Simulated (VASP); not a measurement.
# MgS5 (P6/mmm) in VASP: notebook

The runs below take MgS5 through relaxation of cell and atoms, with PBE.

Everything below comes from runs of VASP 6.6.1. Logs are shortened: lines on timing, memory, paths and dates and some standing lists are left out, and cuts for length are marked.

## Step 1: The cell of the first run

The structure is hexagonal, space group P6/mmm (No. 191). The conventional cell has a = 5.617 Å, b = 5.617 Å, c = 4.084 Å, α = 90.00°, β = 90.00°, γ = 120.00°. Within 4.3 Å of Mg (site symmetry 6/mmm) lie 18 S at 3.24 to 3.47 Å and 2 Mg at 4.08 Å. S (site symmetry mmm) has 8 S at 2.61 to 2.81 Å within 3.4 Å. Within 3.4 Å of S (site symmetry -6m2) lie 9 S at 2.61 to 3.24 Å and 3 Mg at 3.24 Å.

## Step 2: Relaxation of cell and atoms, PBE

INCAR

```
SYSTEM = MgS5
PREC     = Accurate       ! precision mode
ENCUT    = 600            ! plane-wave cutoff, eV
EDIFF    = 1E-6           ! SCF threshold, eV
ISMEAR   = 0              ! smearing method
SIGMA    = 0.1            ! smearing width, eV
LREAL    = .FALSE.        ! projectors in reciprocal space
LASPH    = .TRUE.         ! aspherical terms in the spheres
NELM     = 60             ! most SCF steps
ALGO     = Normal         ! electronic algorithm
ISIF     = 3              ! what is computed and relaxed
LWAVE    = .FALSE.        ! write WAVECAR
LCHARG   = .FALSE.        ! write CHGCAR
GGA      = PE             ! functional
IBRION   = 2              ! ionic algorithm
NSW      = 90             ! ionic steps
EDIFFG   = -0.04          ! ionic threshold
```

KPOINTS

```
regular mesh
0
G
  6 6 4
  0 0 0
```

POSCAR

```
MgS5
1.0
    5.6170294101      0.0000000000      0.0000000000
   -2.8085147051      4.8644901630      0.0000000000
    0.0000000000      0.0000000000      4.0844830020
Mg S
1 5
Direct
    0.0000000000      0.0000000000      0.0000000000
    0.5000000000      0.0000000000      0.5000000000
    0.5000000000      0.5000000000      0.5000000000
    0.0000000000      0.5000000000      0.5000000000
    0.3333333333      0.6666666667      0.0000000000
    0.6666666667      0.3333333333      0.0000000000
```

Potentials or basis: VASP PAW PBE potentials, release 64 (Mg, S).

Started as:

```console
$ cat potpaw_PBE.64/Mg/POTCAR potpaw_PBE.64/S/POTCAR > POTCAR
$ mpirun -np 1 vasp_std > vasp.out
```

OUTCAR:

```text
SYSTEM = MgS5
   PREC = Accurate
   ENCUT = 600
   EDIFF = 1E-6
   ISMEAR = 0
   LREAL = .FALSE.
   LASPH = .TRUE.
   NELM = 60
   ISIF = 3
   GGA = PE
   IBRION = 2
   NSW = 90
   EDIFFG = -0.04

 ion  position               nearest neighbor table
   1  0.000  0.000  0.000-
   2  0.500  0.000  0.500-   5 2.61   6 2.61   5 2.61   6 2.61
   3  0.500  0.500  0.500-   5 2.61   6 2.61   5 2.61   6 2.61
   4  0.000  0.500  0.500-   5 2.61   6 2.61   5 2.61   6 2.61
   5  0.333  0.667  0.000-   4 2.61   4 2.61   2 2.61   2 2.61   3 2.61   3 2.61
   6  0.667  0.333  0.000-   4 2.61   4 2.61   2 2.61   2 2.61   3 2.61   3 2.61

  LATTYP: Found a hexagonal cell.
 ALAT       =     5.6170294101
 C/A-ratio  =     0.7271606936

  Lattice vectors:

 A1 = (   5.6170294101,   0.0000000000,   0.0000000000)
 A2 = (  -2.8085147051,   4.8644901630,   0.0000000000)
 A3 = (   0.0000000000,   0.0000000000,   4.0844830020)

Analysis of symmetry for initial positions (statically):
=====================================================================
 Subroutine PRICEL returns:
 Original cell was already a primitive cell.

 Routine SETGRP: Setting up the symmetry group for a
 hexagonal supercell.

 Subroutine GETGRP returns: Found 24 space group operations
 (whereof 24 operations were pure point group operations)
 out of a pool of 24 trial point group operations.

The static configuration has the point symmetry D_6h.

Analysis of symmetry for dynamics (positions and initial velocities):
=====================================================================
 Subroutine PRICEL returns:
 Original cell was already a primitive cell.

 Routine SETGRP: Setting up the symmetry group for a
 hexagonal supercell.

 Subroutine GETGRP returns: Found 24 space group operations
 (whereof 24 operations were pure point group operations)
 out of a pool of 24 trial point group operations.

The dynamic configuration has the point symmetry D_6h.

 Subroutine INISYM returns: Found 24 space group operations
 (whereof 24 operations are pure point group operations),
 and found     1 'primitive' translations

----------------------------------------------------------------------------------------

                                     Primitive cell

  volume of cell :     111.6043

  direct lattice vectors                    reciprocal lattice vectors
     5.617029410  0.000000000  0.000000000     0.178030045  0.102785695  0.000000000
    -2.808514705  4.864490163  0.000000000     0.000000000  0.205571389  0.000000000
     0.000000000  0.000000000  4.084483002     0.000000000  0.000000000  0.244829027

  length of vectors
     5.617029410  5.617029410  4.084483002     0.205571389  0.205571389  0.244829027

  position of ions in fractional coordinates (direct lattice)
     0.000000000  0.000000000  0.000000000
     0.500000000  0.000000000  0.500000000
     0.500000000  0.500000000  0.500000000
     0.000000000  0.500000000  0.500000000
     0.333333333  0.666666667  0.000000000
     0.666666667  0.333333333  0.000000000

  ion indices of the primitive-cell ions
   primitive index   ion index
                 1           1
                 2           2
                 3           3
                 4           4
                 5           5
                 6           6

----------------------------------------------------------------------------------------

 KPOINTS: regular mesh

Automatic generation of k-mesh.
 Grid dimensions read from file:
 generate k-points for:    6    6    4

 Generating k-lattice:

  Cartesian coordinates                     Fractional coordinates (reciprocal lattice)
     0.029671674  0.017130949  0.000000000     0.166666667 -0.000000000  0.000000000
     0.000000000  0.034261898  0.000000000     0.000000000  0.166666667  0.000000000
     0.000000000  0.000000000  0.061207257     0.000000000  0.000000000  0.250000000

  Length of vectors
     0.034261898  0.034261898  0.061207257

  Shift w.r.t. Gamma in fractional coordinates (k-lattice)
     0.000000000  0.000000000  0.000000000

 Subroutine IBZKPT returns following result:
 ===========================================

 Found     21 irreducible k-points:

 Following reciprocal coordinates:
            Coordinates               Weight
  0.000000  0.000000  0.000000      1.000000
  0.166667 -0.000000  0.000000      6.000000
  0.333333 -0.000000  0.000000      6.000000
  0.500000 -0.000000  0.000000      3.000000
  0.166667  0.166667  0.000000      6.000000
  0.333333  0.166667  0.000000     12.000000
[... 13 lines left out ...]
  0.333333  0.166667  0.500000     12.000000
  0.333333  0.333333  0.500000      2.000000
   k-points           NKPTS =     21   k-points in BZ     NKDIM =     21   number of bands    NBANDS=     20
   number of dos      NEDOS =    301   number of ions     NIONS =      6
   total plane-waves  NPLWV =  82944
   dimension x,y,z NGX =    48 NGY =   48 NGZ =   36
   dimension x,y,z NGXF=    96 NGYF=   96 NGZF=   72
   ions per type =               1   5
   NGX,Y,Z   is equivalent  to a cutoff of  14.21, 14.21, 14.65 a.u.
   NGXF,Y,Z  is equivalent  to a cutoff of  28.41, 28.41, 29.31 a.u.
 SYSTEM =  MgS5
   PREC   = accura    normal or accurate (medium, high low for compatibility)
   ISTART =      0    job   : 0-new  1-cont  2-samecut
   ICHARG =      2    charge: 1-file 2-atom 10-const
   ISPIN  =      1    spin polarized calculation?
   LNONCOLLINEAR =      F non collinear calculations
   LSORBIT =      F    spin-orbit coupling
   LASPH  =      T    aspherical Exc in radial PAW
   ENCUT  =  600.0 eV  44.10 Ry    6.64 a.u.  11.22 11.22  8.16*2*pi/ulx,y,z
   NELM   =     60;   NELMIN=  2; NELMDL= -5     # of ELM steps
   EDIFF  = 0.1E-05   stopping-criterion for ELM
   LREAL  =      F    real-space projection
   EDIFFG = -.4E-01   stopping-criterion for IOM
   NSW    =     90    number of steps for IOM
   IBRION =      2    ionic relax: 0-MD 1-quasi-New 2-CG
   NFREE  =      1    steps in history (QN), initial steepest desc. (CG)
   ISIF   =      3    stress and relaxation
   ISYM   =      2    0-nonsym 1-usesym 2-fastsym
   POTIM  = 0.5000    time-step for ionic-motion
   TEBEG  =    0.0;   TEEND  =   0.0 temperature during run
   PSTRESS=    0.0 pullay stress
   NELECT =      32.0000    total number of electrons
   NUPDOWN=      -1.0000    fix difference up-down
   EMIN   =  10.00;   EMAX   =-10.00  energy-range for DOS
   EFERMI =   0.00;   METHOD = LEGACY
   ISMEAR =     0;   SIGMA  =   0.10  broadening in eV -4-tet -1-fermi 0-gaus
   EFERMI_NEDOS =   21; number of points for ismear=-14 and -15
   IALGO  =     38    algorithm
   IMIX   =      4    mixing-type and parameters
     AMIX     =   0.40;   BMIX     =  1.00
     AMIX_MAG =   1.60;   BMIX_MAG =  1.00
  volume/ion in A,a.u.               =      18.60       125.52
  Fermi-wavevector in a.u.,A,eV,Ry     =   1.079521  2.039999 15.855763  1.165366
  Thomas-Fermi vector in A             =   2.215488
   LORBIT       =      0    0 simple, 1 ext, 2 COOP (PROOUT), +10 PAW based schemes
   GGA     = PE    functional components
   LHFCALC =     F    Hartree Fock is set to
   AEXX    =    0.0000 exact exchange contribution
   IVDW    =     0    specifies the selected vdW correction
   LEPSILON=     F    determine dielectric tensor
   LRPA    =     F    only Hartree local field effects (RPA)
 conjugate gradient relaxation of ions
 non-spin polarized calculation
 Gauss-broadening in eV      SIGMA  =   0.10
  energy-cutoff  :      600.00
  volume of cell :      111.60
 maximum number of plane-waves:      3772
 NGX is ok and might be reduce to    48
   NGX = 23   NGY = 23   NGZ = 17

--------------------------------------- Ionic step        1  -------------------------------------------

 number of electron      31.9999996 magnetization

 Free energy of the ion-electron system (eV)
  ---------------------------------------------------
  ext. energy  EPLUGINS =         0.00000000
  ---------------------------------------------------
  free energy    TOTEN  =       -17.85163996 eV

  energy without entropy =      -17.83276528  energy(sigma->0) =      -17.84220262

------------------------ aborting loop because EDIFF is reached ----------------------------------------

  FORCE on cell =-STRESS in cart. coord.  units (eV):
  Direction    XX          YY          ZZ          XY          YZ          ZX
  --------------------------------------------------------------------------------------
  -------------------------------------------------------------------------------------
  Total        1.4733665      1.4733665     -1.0893323     -0.0000000      0.0000000      0.0000000
  in kB       21.1514559     21.1514559    -15.6383112     -0.0000000      0.0000000      0.0000000
  external PRESSURE =       8.8882002 kB  Pullay stress =       0.0000000 kB
[... 65 lines left out ...]
  energy  without entropy=      -17.8762114790  energy(sigma->0) =      -17.88464714

--------------------------------------- Ionic step        3  -------------------------------------------

 number of electron      31.9999996 magnetization

 E-fermi :   5.1988     XC(G=0):  -9.7094

 val. band max:        5.1639695841   @ k =   0.1667  -0.0000   0.0000
 cond. band min:       5.2042657465   @ k =   0.1667   0.1667   0.5000
 fundamental gap:      0.0402961624
 Fermi energy:         5.1988183063

 k-point     1 :       0.0000    0.0000    0.0000
  band No.  band energies     occupation
      1     -11.0346      2.00000
      2      -8.0948      2.00000
      3      -7.2094      2.00000
      4      -7.2094      2.00000
      5      -4.7192      2.00000
      6      -1.0802      2.00000
[... 12 lines left out ...]
     19       6.7829      0.00000
[... 492 lines left out ...]
  FREE ENERGIE OF THE ION-ELECTRON SYSTEM (eV)
  ---------------------------------------------------
  free  energy   TOTEN  =       -17.9751290474 eV

  energy  without entropy=      -17.9598368676  energy(sigma->0) =      -17.96748296

[... ionic steps 4 to 12 ...]

--------------------------------------- Ionic step       13  -------------------------------------------

 number of electron      32.0000005 magnetization

------------------------ aborting loop because EDIFF is reached ----------------------------------------

  FORCE on cell =-STRESS in cart. coord.  units (eV):
  Direction    XX          YY          ZZ          XY          YZ          ZX
  --------------------------------------------------------------------------------------
  -------------------------------------------------------------------------------------
  Total       -2.3700528     -2.3700528     -3.4982194      0.0000000     -0.0000000      0.0000000
  in kB      -28.6719457    -28.6719457    -42.3200517      0.0000000     -0.0000000      0.0000000
  external PRESSURE =     -33.2213144 kB  Pullay stress =       0.0000000 kB
[... 65 lines left out ...]
  energy  without entropy=      -18.5314347236  energy(sigma->0) =      -18.53791671

--------------------------------------- Ionic step       15  -------------------------------------------

 number of electron      31.9999991 magnetization

 Free energy of the ion-electron system (eV)
  ---------------------------------------------------
  ext. energy  EPLUGINS =         0.00000000
  ---------------------------------------------------
  free energy    TOTEN  =       -18.54900552 eV

  energy without entropy =      -18.53589829  energy(sigma->0) =      -18.54245191

 E-fermi :   4.8160     XC(G=0):  -9.4249

 val. band max:        4.8098670106   @ k =   0.3333   0.1667   0.0000
 cond. band min:       4.8439807348   @ k =   0.3333  -0.0000   0.0000
 fundamental gap:      0.0341137241
 Fermi energy:         4.8160210126

 k-point     1 :       0.0000    0.0000    0.0000
  band No.  band energies     occupation
      1     -11.9683      2.00000
      2      -9.8118      2.00000
      3      -8.5257      2.00000
      4      -8.5257      2.00000
      5      -4.2038      2.00000
      6      -1.5428      2.00000
[... 12 lines left out ...]
     19       7.7724      0.00000
[... 492 lines left out ...]
  FREE ENERGIE OF THE ION-ELECTRON SYSTEM (eV)
  ---------------------------------------------------
  free  energy   TOTEN  =       -18.5490055234 eV

  energy  without entropy=      -18.5358982921  energy(sigma->0) =      -18.54245191

 reached required accuracy - stopping structural energy minimisation
```

Wall time 21 min (1 thread of AMD EPYC 7R13, shared host); peak memory 0.28 GiB.

Results:

```
Free energy                            : -18.5490 eV
Relaxed volume                         : 20.67 Å³/atom
Relaxed cell                           : a = 6.618 Å, b = 6.618 Å, c = 3.269 Å, α = 90.00°, β = 90.00°, γ = 120.00°
Space group after relaxing (to 0.05 Å) : P6/mmm (No. 191)
Energy gained by relaxing              : 116.2 meV/atom
Ionic steps                            : 15
Pressure after relaxing                : 0.1 GPa
Band gap on the k mesh                 : zero (band 16 reaches 5.16 eV, above the bottom of band 17 at 3.66 eV)
```

The path:
```tsv
step	energy change (eV)	largest force (eV/Å)	pressure (GPa)	volume (Å³)
1	0.0000	0.0000	0.89	111.60
2	-0.0414	0.0000	0.14	113.26
3	-0.1235	0.0000	-1.53	118.14
4	-0.2267	0.0000	-3.29	127.38
5	-0.3005	0.0000	-5.63	143.18
6	-0.3147	0.0000	-4.01	130.88
7	-0.4256	0.0000	-5.08	137.36
8	-0.3999	0.0000	-4.65	134.52
9	-0.4153	0.0000	-4.67	134.78
10	-0.4539	0.0000	-4.70	135.53
11	-0.4921	0.0000	-4.68	136.90
12	-0.5241	0.0000	-4.36	135.77
13	-0.6053	0.0000	-3.32	132.44
14	-0.6928	0.0000	-0.81	125.93
15	-0.6974	0.0000	0.07	124.00
```

Final structure:
```cif
data_structure
_symmetry_space_group_name_H-M 'P 1'
_symmetry_Int_Tables_number 1
_cell_length_a 6.6182
_cell_length_b 6.6182
_cell_length_c 3.2690
_cell_angle_alpha 90.000
_cell_angle_beta 90.000
_cell_angle_gamma 120.000
_cell_volume 124.00
loop_
_atom_site_label
_atom_site_type_symbol
_atom_site_fract_x
_atom_site_fract_y
_atom_site_fract_z
_atom_site_occupancy
Mg1 Mg 0.00000 0.00000 0.00000 1
S1 S 0.50000 0.00000 0.50000 1
S2 S 0.50000 0.50000 0.50000 1
S3 S 0.00000 0.50000 0.50000 1
S4 S 0.33333 0.66667 0.00000 1
S5 S 0.66667 0.33333 0.00000 1
```

Caveat: the k points lie up to 0.48 Å⁻¹ apart in the final cell.

## Step 3: Relaxation of cell and atoms, PBE

This run uses another cell than the first one, of 20.16 Å³/atom, 1.084 times its volume.

INCAR

```
PREC = Accurate
ENCUT = 600
EDIFF = 1E-7
ISMEAR = 0
SIGMA = 0.1
LREAL = F
LASPH = T
NELM = 80
ALGO = Normal
ISIF = 3
LWAVE = F
LCHARG = F
GGA = PE
IBRION = 2
NSW = 100
EDIFFG = -0.01
```

KPOINTS

```
regular mesh
0
Gamma
  6 6 12
```

POSCAR, as its differences from that of step 2:

```diff
@@ -2,5 +2,5 @@
 1.0
-    5.6170294101      0.0000000000      0.0000000000
-   -2.8085147051      4.8644901630      0.0000000000
-    0.0000000000      0.0000000000      4.0844830020
+    6.5225080652      0.0000000000      0.0000000000
+   -3.2612540326      5.6486576808      0.0000000000
+    0.0000000000      0.0000000000      3.2825565310
 Mg S
```

Potentials or basis: VASP PAW PBE potentials, release 64 (Mg, S).

Started as:

```console
$ cat potpaw_PBE.64/Mg/POTCAR potpaw_PBE.64/S/POTCAR > POTCAR
$ mpirun -np 1 vasp_std > vasp.out
```

Run time: 21 min. Hardware: 1 thread of AMD EPYC 7R13, shared host; peak memory 0.33 GiB.

It converged, with:

- Free energy: -18.6477 eV
- Relaxed volume: 20.43 Å³/atom
- Relaxed cell: a = 6.602 Å, b = 6.602 Å, c = 3.247 Å, α = 90.00°, β = 90.00°, γ = 120.00°
- Space group after relaxing (to 0.05 Å): P6/mmm (No. 191)
- Energy gained by relaxing: 1.5 meV/atom
- Ionic steps: 7
- Pressure after relaxing: 0.0 GPa
- Band gap on the k mesh: zero (band 16 reaches 5.51 eV, above the bottom of band 17 at 3.84 eV)

The path:
```
step  energy change (eV)  largest force (eV/Å)  pressure (GPa)  volume (Å³)
   1              0.0000                0.0000            0.54       120.94
   2             -0.0049                0.0000            0.03       122.12
   3             -0.0059                0.0000           -0.34       123.04
   4             -0.0087                0.0000           -0.17       122.89
   5             -0.0090                0.0000           -0.10       122.84
   6             -0.0090                0.0000           -0.10       122.83
   7             -0.0090                0.0000            0.02       122.56
```

Final structure:
```xyz
6
Lattice="6.6019 0.0000 0.0000 -3.3009 5.7174 0.0000 0.0000 0.0000 3.2471" Properties=species:S:1:pos:R:3 pbc="T T T"
Mg    0.0000    0.0000    0.0000
S     3.3009    0.0000    1.6235
S     1.6505    2.8587    1.6235
S    -1.6505    2.8587    1.6235
S     0.0000    3.8116    0.0000
S     3.3009    1.9058    0.0000
```

Levels at points of the mesh, in eV from the Fermi level:
```tsv
k point	band 14	band 15	band 16	band 17	band 18	band 19
(0.00, 0.00, 0.00)	-1.48	-1.15	-1.10	-1.10	-1.01	3.12
(0.50, 0.00, 0.00)	-1.11	-0.41	-0.37	0.62	1.28	1.65
(0.00, 0.00, 0.50)	-1.73	-1.05	-1.05	-0.50	1.07	1.91
(0.50, 0.00, 0.50)	-2.12	-0.77	0.29	0.39	1.28	1.53
```
